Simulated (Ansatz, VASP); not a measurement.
## Na in VASP and in Ansatz

The input INCAR:

```
SYSTEM = Na
AGGAC = 1.0
AGGAX = 1.0
ALDAC = 0.0
ALDAX = 1.0
ALGO = Normal
EDIFF = 1E-6
EDIFFG = -0.01
ENCUT = 600
GGA = B5
IBRION = 2
ISIF = 3
ISMEAR = -1
LASPH = .True.
LCHARG = .False.
LREAL = .False.
LWAVE = .False.
NELM = 100
NSW = 80
PREC = Accurate
SIGMA = 0.1
```

Contents of KPOINTS:

```
k-points
0
Gamma
  10 10 10
  0 0 0
```

File POSCAR:

```
Na
1.0
    0.0000000000      2.6615832179      2.6615832179
    2.6615832179      0.0000000000      2.6615832179
    2.6615832179      2.6615832179      0.0000000000
Na
1
Direct
    0.0000000000      0.0000000000      0.0000000000
```

Input for Ansatz:

```yaml
crystal:
  lattice:
    - [0.0, 2.6615832179, 2.6615832179]
    - [2.6615832179, 0.0, 2.6615832179]
    - [2.6615832179, 2.6615832179, 0.0]
  atoms:
    - { symbol: Na, position: [0.0, 0.0, 0.0] }
hamiltonian:
  xc: blyp
  pseudopotentials:
    kind: paw
    azcp:
      Na: "pseudopotentials/Na.paw.azcp"
basis:
  ecutwfc: 420
  fft_grid_basis: typed
kpoints:
  mp_grid: { grid: [10, 10, 10], shift: [0, 0, 0] }
magnetization:
  spin_polarized: false
scf:
  occupations: { method: fermi_dirac, width: 0.1 }
relax:
  max_steps: 60
  f_tol: 0.01
  cell: {}
```

Alike in both runs: task relaxation of cell and atoms; functional BLYP; k mesh 10 × 10 × 10; occupations fermi-dirac, width 0.1 eV; no spin polarisation.

|  | VASP | Ansatz |
| --- | --- | --- |
| version | VASP 6.6.1 | Ansatz 0.2.0 |
| potentials or method | VASP PAW PBE potentials, release 64 (Na_pv), cutoff 600 eV | plane waves (420 eV) with PAW, scalar-relativistic |
| valence electrons in the cell | 7 | 9 |

|  | VASP | Ansatz | Ansatz less VASP |
| --- | --- | --- | --- |
| relaxed volume (Å³/atom) | 37.42 | 37.42 | -0.003 |
| relaxed length of the cell vector where the two differ most in proportion (Å) | 3.754 | 3.754 | -0.0001 |

VASP's potentials were made for PBE, not for BLYP. VASP's potentials hold 7 valence electrons a cell and Ansatz's 9, so a difference there can come from the potentials and not from the codes.
